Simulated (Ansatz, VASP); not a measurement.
# One calculation of BIr3Pd, two programs

File INCAR:

```
SYSTEM = BIr3Pd
  PREC = Accurate
  ENCUT = 540
  EDIFF = 1E-7
  ISMEAR = 0
  SIGMA = 0.1
  LREAL = .False.
  LASPH = .True.
  NELM = 120
  ALGO = Normal
  ISIF = 3
  LWAVE = .False.
  LCHARG = .False.
  GGA = PE
  IBRION = 2
  NSW = 90
  EDIFFG = -0.04
  GGA_COMPAT = .False.
  NELMIN = 4
```

File KPOINTS:

```
regular mesh
0
Gamma
  4 4 4
  0 0 0
```

File POSCAR:

```
BIr3Pd
1.0
    3.9961189500      0.0000000000      0.0000000000
    0.0000000000      3.9961189500      0.0000000000
    0.0000000000      0.0000000000      3.9961189500
B Pd Ir
1 1 3
Direct
    0.5000000000      0.5000000000      0.5000000000
    0.0000000000      0.0000000000      0.0000000000
    0.0000000000      0.5000000000      0.5000000000
    0.5000000000      0.5000000000      0.0000000000
    0.5000000000      0.0000000000      0.5000000000
```

Input for Ansatz:

```yaml
crystal:
  lattice:
    - [3.99611895, 0.0, 0.0]
    - [0.0, 3.99611895, 0.0]
    - [0.0, 0.0, 3.99611895]
  atoms:
    - { symbol: B, position: [0.5, 0.5, 0.5] }
    - { symbol: Pd, position: [0.0, 0.0, 0.0] }
    - { symbol: Ir, position: [0.0, 0.5, 0.5] }
    - { symbol: Ir, position: [0.5, 0.5, 0.0] }
    - { symbol: Ir, position: [0.5, 0.0, 0.5] }
basis:
  ecutwfc: 420
kpoints:
  mp_grid: { grid: [4, 4, 4] }
hamiltonian:
  xc: pbe
scf:
  occupations: { method: gaussian, width: 0.1 }
  lower_state_search: "off"
output:
  forces: true
  stress: true
  eigenvalues: true
relax:
  adjacent_minimum: "off"
  f_tol: 0.04
  max_steps: 70
  cell: { stress_tol: 0.4 }
```

Change from the starting cell: species swapped into the Fe3RhN type (Pm-3m, No. 221).

Alike in both runs: task relaxation of cell and atoms; functional PBE; k mesh 4 × 4 × 4; occupations gaussian, width 0.1 eV; no spin polarisation.

```csv
,VASP,Ansatz
version,VASP 6.6.1,Ansatz 0.2.0
potentials or method,"VASP PAW PBE potentials, release 64 (B, Pd_sv_GW, Ir_sv_GW), cutoff 540 eV","scalar-relativistic, plane waves, PAW"
valence electrons in the cell,72,72
```

Ansatz gave:

* gap on the k mesh at the Fermi level, each at its own relaxed structure (eV): none
* relaxed volume (Å³/atom): 13.83
* relaxed cell length with the largest relative difference (Å): 4.104

Question: Which values does VASP return?

Answer: gap on the k mesh at the Fermi level, each at its own relaxed structure (eV): none; relaxed volume (Å³/atom): 13.71; relaxed cell length with the largest relative difference (Å): 4.092.

A gap of «none» marks a metal or a gap that the smearing closes.

The k mesh is coarse, so the values compare programs but aren't converged. Neither program's run includes spin-orbit coupling.
